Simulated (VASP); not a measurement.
The system is Be2BiSb3.

```
Be Sb Bi
1.0
     6.17268    0.00000    0.00000
    -3.08634    5.34569    0.00000
     0.00000    0.00000    3.48674
Be Sb Bi
2 3 1
Direct
  0.33333 0.66667 0.00000
  0.66667 0.33333 0.00000
  0.50000 0.00000 0.50000
  0.50000 0.50000 0.50000
  0.00000 0.50000 0.50000
  0.00000 0.00000 0.00000
```

| Item | Value |
| --- | --- |
| Program | VASP 6.6.1 |
| Task | relaxation of cell and atoms |
| Functional | PBE |
| Potentials or basis | VASP PAW PBE potentials, release 64 (Be, Sb, Bi_d) |
| Cutoff | 600 eV |
| k mesh | 3 × 3 × 6 |
| Occupations | gaussian, width 0.1 eV |
| Spin | no spin polarisation |

At the start: pressure 16.5 GPa; volume 19.18 Å³/atom.

**Question.** Where does the relaxation end?

**Answer.** Over 6 steps the energy falls by 174.8 meV/atom and the volume is 23.08 Å³/atom (+20.4 %); space group P6/mmm (No. 191, to 0.05 Å).

The path:
```tsv
step	energy change (eV)	largest force (eV/Å)	pressure (GPa)	volume (Å³)
1	0.0000	0.0000	16.47	115.05
2	-0.8597	0.0000	-4.30	151.07
3	-1.0392	0.0000	-0.01	138.33
4	-1.0392	0.0000	-0.22	138.82
5	-1.0466	0.0000	-0.14	138.64
6	-1.0486	0.0000	-0.08	138.48
```

Final structure:
```yaml
crystal:
  lattice:
    - [6.65112, 0.00000, 0.00000]
    - [-3.32556, 5.76003, 0.00000]
    - [0.00000, 0.00000, 3.61459]
  atoms:
    - { symbol: Be, position: [0.33333, 0.66667, 0.00000] }
    - { symbol: Be, position: [0.66667, 0.33333, 0.00000] }
    - { symbol: Sb, position: [0.50000, 0.00000, 0.50000] }
    - { symbol: Sb, position: [0.50000, 0.50000, 0.50000] }
    - { symbol: Sb, position: [0.00000, 0.50000, 0.50000] }
    - { symbol: Bi, position: [0.00000, 0.00000, 0.00000] }
```

Caveat: the k points lie up to 0.36 Å⁻¹ apart in the final cell; the volume moved by over 15 % at a fixed basis, so the end points are rough.
